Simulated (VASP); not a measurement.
# Ta2Sn (I4/mmm) in VASP: a series of runs, part 2 of 2

VASP 6.6.1.

**5. Single point, PBE**

This run uses another cell than the first one, of 19.29 Å³/atom.

The input, INCAR:

```
ALGO     = Fast           # electronic algorithm
EDIFF    = 1E-6           # SCF threshold, eV
ENCUT    = 520            # plane-wave cutoff, eV
GGA      = PE             # functional
ISIF     = 2              # what is computed and relaxed
ISMEAR   = 0              # smearing method
LASPH    = True           # aspherical terms in the spheres
LCHARG   = True           # write CHGCAR
LELF     = True           # ELF
LREAL    = False          # projectors in reciprocal space
LVHAR    = True         
LWAVE    = False          # write WAVECAR
NBANDS   = 25             # bands
NELM     = 60             # most SCF steps
PREC     = Accurate       # precision mode
SIGMA    = 0.1            # smearing width, eV
```

The input, KPOINTS:

```
k-points
0
Gamma
  18 18 18
```

The input, POSCAR:

```
Ta2Sn
1.0
   -1.7788567310      1.7788567310      4.5728237850
    1.7788567310     -1.7788567310      4.5728237850
    1.7788567310      1.7788567310     -4.5728237850
Ta Sn
2 1
Direct
    0.6741340038      0.6741340038      0.0000000000
    0.3258659962      0.3258659962      0.0000000000
    0.0000000000      0.0000000000      0.0000000000
```

Potentials or basis: VASP PAW PBE potentials, release 64 (Ta_pv, Sn_d).

On the command line:

```console
$ cat potpaw_PBE.64/Ta_pv/POTCAR potpaw_PBE.64/Sn_d/POTCAR > POTCAR
$ mpirun -np 1 vasp_std > vasp.out
```

OUTCAR:

```text
EDIFF = 1E-6
   ENCUT = 520
   GGA = PE
   ISIF = 2
   ISMEAR = 0
   LASPH = True
   LREAL = False
   NELM = 60
   PREC = Accurate

 ion  position               nearest neighbor table
   1  0.674  0.674  0.000-   2 2.87   2 2.87   2 2.87   2 2.87   3 2.98   3 2.98   3 2.98   3 2.98
                             3 2.98   2 3.19
   2  0.326  0.326  0.000-   1 2.87   1 2.87   1 2.87   1 2.87   3 2.98   3 2.98   3 2.98   3 2.98
[... 873 lines left out ...]

  FORCE on cell =-STRESS in cart. coord.  units (eV):
  Direction    XX          YY          ZZ          XY          YZ          ZX
  --------------------------------------------------------------------------------------
  -------------------------------------------------------------------------------------
  Total        0.0373374      0.0373374      0.0294141      0.0000000      0.0000000      0.0000000
  in kB        1.0335420      1.0335420      0.8142151      0.0000000      0.0000000      0.0000000
  external PRESSURE =       0.9604330 kB  Pullay stress =       0.0000000 kB

 VOLUME and BASIS-vectors are now :
 -----------------------------------------------------------------------------
  energy-cutoff  :      520.00
  volume of cell :       57.88
      direct lattice vectors                 reciprocal lattice vectors
    -1.778856731  1.778856731  4.572823785     0.000000000  0.281079410  0.109341629
     1.778856731 -1.778856731  4.572823785     0.281079410  0.000000000  0.109341629
     1.778856731  1.778856731 -4.572823785     0.281079410  0.281079410  0.000000000

 POSITION                                       TOTAL-FORCE (eV/Angst)
 -----------------------------------------------------------------------------------
      0.00000      0.00000      6.16539         0.000000      0.000000      0.011809
      0.00000      0.00000      2.98026        -0.000000     -0.000000     -0.011809
      0.00000      0.00000      0.00000         0.000000      0.000000      0.000000
 -----------------------------------------------------------------------------------
    total drift:                                0.000000     -0.000000      0.000000

  FREE ENERGIE OF THE ION-ELECTRON SYSTEM (eV)
  ---------------------------------------------------
  free  energy   TOTEN  =       -27.4845455064 eV

  energy  without entropy=      -27.4780411414  energy(sigma->0) =      -27.48129332
```

OSZICAR:

```text
N       E                     dE             d eps       ncg     rms          rms(c)
DAV:   1     0.328899076382E+03    0.32890E+03   -0.19266E+04 24526   0.194E+03
DAV:   2    -0.440454549212E+01   -0.33330E+03   -0.32599E+03 25027   0.492E+02
DAV:   3    -0.278241407171E+02   -0.23420E+02   -0.22763E+02 30492   0.118E+02
DAV:   4    -0.284858289102E+02   -0.66169E+00   -0.65661E+00 27486   0.196E+01
DAV:   5    -0.285037462647E+02   -0.17917E-01   -0.17902E-01 32704   0.342E+00    0.174E+01
RMM:   6    -0.276754019503E+02    0.82834E+00   -0.10681E+00 28553   0.676E+00    0.838E+00
RMM:   7    -0.274888585639E+02    0.18654E+00   -0.11285E+00 28957   0.665E+00    0.736E-01
RMM:   8    -0.274826092065E+02    0.62494E-02   -0.81480E-02 31896   0.174E+00    0.520E-01
RMM:   9    -0.274843652437E+02   -0.17560E-02   -0.24067E-02 35462   0.831E-01    0.151E-01
RMM:  10    -0.274844918772E+02   -0.12663E-03   -0.38679E-03 37825   0.376E-01    0.830E-02
RMM:  11    -0.274845442370E+02   -0.52360E-04   -0.93314E-04 34439   0.177E-01    0.667E-02
RMM:  12    -0.274845440269E+02    0.21017E-06   -0.28500E-04 33683   0.114E-01    0.268E-02
RMM:  13    -0.274845446193E+02   -0.59247E-06   -0.59574E-05 36739   0.467E-02    0.618E-03
RMM:  14    -0.274845453098E+02   -0.69044E-06   -0.10194E-05 30621   0.206E-02    0.146E-03
RMM:  15    -0.274845455064E+02   -0.19659E-06   -0.15588E-06 23130   0.106E-02
   1 F= -.27484546E+02 E0= -.27481293E+02  d E =-.650436E-02
```

stdout:

```text
POSCAR found type information on POSCAR TaSn
 POSCAR found :  2 types and       3 ions
 scaLAPACK will be used
 LDA part: xc-table for (Slater+PW92), standard interpolation
 POSCAR, INCAR and KPOINTS ok, starting setup
 FFT: planning ... GRIDC
 FFT: planning ... GRID_SOFT
 FFT: planning ... GRID
 WAVECAR not read
 entering main loop
WARNING in EDDRMM: call to ZHEGV failed, returncode =   8  4     23
WARNING in EDDRMM: call to ZHEGV failed, returncode =   8  4     21
```

Wall time 19 min (1 thread of Intel Xeon Platinum 8259CL at 2.50GHz (Skylake/Cascade Lake), shared host); peak memory 0.75 GiB.

Results:

* Free energy: -27.4845 eV
* Pressure: 0.1 GPa
* Largest force: 0.012 eV/Å
* Band gap on the k mesh: zero (bands 18 and 19 overlap by 1.01 eV)

Forces in eV/Å, atoms in the order of the input:
```
Ta   0.000  0.000  0.012
Ta   0.000  0.000 -0.012
Sn   0.000  0.000  0.000
```

Caveat: spin-orbit coupling is left out, which moves the levels of the heavy elements.

**6. The runs side by side**

```csv
task,cell,k mesh,cutoff (eV),gap on the mesh (eV),pressure (GPa),largest force (eV/Å)
single point,"a = 5.202 Å, angles 140.0, 140.0, 57.9°, 3 atoms, atomic positions A",6 × 6 × 6,520,none,0.4,0.02
single point,"a = 5.090 Å, angles 138.6, 138.6, 59.9°, 3 atoms, atomic positions B",8 × 8 × 8,520,none,3.3,1.09
relaxation of cell and atoms,"relaxed from a = 5.090 Å, angles 138.6, 138.6, 59.9°, 3 atoms, atomic positions B",6 × 6 × 6,600,none,-0.1,0.01
single point,"a = 5.219 Å, angles 140.1, 140.1, 57.6°, 3 atoms, atomic positions A",18 × 18 × 18,520,none,0.1,0.01
```

Alike in all rows: level PBE; potentials or basis VASP PAW PBE potentials, release 64 (Ta_pv, Sn_d); no spin polarisation; smearing gaussian 0.1 eV.

Caveats: spin-orbit coupling is left out, which moves the levels of the heavy elements; the cell stands under pressure (at least some runs); forces of over 1 eV/Å act on the atoms, so gaps and moduli don't describe the material at rest (at least some runs).

Absolute energies hang on the potentials; compare differences alone.
